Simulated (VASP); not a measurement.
Set up this calculation in VASP 6.6.1, as the native input.

| Property | Result |
| --- | --- |
| Task | relaxation of cell and atoms |
| Functional | PBEsol |
| Potentials or basis | VASP PAW PBE potentials, release 64 (C_h, O_h) |
| Cutoff | 1340 eV |
| k mesh | 9 × 9 × 5 |
| Occupations | fermi-dirac, width 0.02 eV |
| Spin | no spin polarisation |
| Dipole correction | no |
| Further INCAR settings | ALGO = Normal; EDIFF = 1e-07; IBRION = 2; EDIFFG = -0.02; NSW = 60; ISIF = 3 |

The structure of CO2 lies in POSCAR:

```
CO2
1.0
    2.6900000000      0.0000000000      0.0000000000
   -1.3450000000      2.3296083362      0.0000000000
    0.0000000000      0.0000000000      4.3040000000
C O
1 2
Direct
    0.0000000000      0.0000000000      0.0000000000
    0.3333333333      0.6666666667      0.2500000000
    0.6666666667      0.3333333333      0.7500000000
```

The input as run:

INCAR

```
  PREC = Accurate
  ENCUT = 1340
  EDIFF = 1E-7
  ISMEAR = -1
  SIGMA = 0.02
  LREAL = F
  LASPH = T
  NELM = 120
  ALGO = Normal
  ISIF = 3
  LWAVE = F
  LCHARG = F
  GGA = PS
  IBRION = 2
  NSW = 60
  EDIFFG = -0.02
  GGA_COMPAT = F
  NELMIN = 4
```

KPOINTS

```
Automatic mesh
0
Gamma
  9 9 5
```

Potentials or basis: VASP PAW PBE potentials, release 64 (C_h, O_h).

Launch:

```bash
$ cat potpaw_PBE.64/C_h/POTCAR potpaw_PBE.64/O_h/POTCAR > POTCAR
$ mpirun -np 1 vasp_std > vasp.out
```

It gave:

```yaml
Relaxed_volume: 7.88 Å³/atom
Relaxed_cell: a = 2.347 Å, b = 2.347 Å, c = 4.953 Å, α = 90.00°, β = 90.00°, γ = 120.00°
Space_group_after_relaxing_to_0.1_Å: P-3m1 (No. 164)
Energy_gained_by_relaxing: 942.9 meV/atom
Ionic_steps: 36
Pressure_after_relaxing: -0.1 GPa
Largest_force_after_relaxing: 0.003 eV/Å
Band_gap_on_the_k_mesh: 4.82 eV (least direct gap 5.23 eV)
```

Caveat: a cell axis changed by over 15 % at a fixed basis, so the end point is rough; the PAW data sets were made with another functional, which shifts forces and pressure a little.

Wall time 11 min on 1 thread of Intel(R) Xeon(R) 6975P-C (Granite Rapids), with other jobs on the host, peak memory 0.25 GiB.
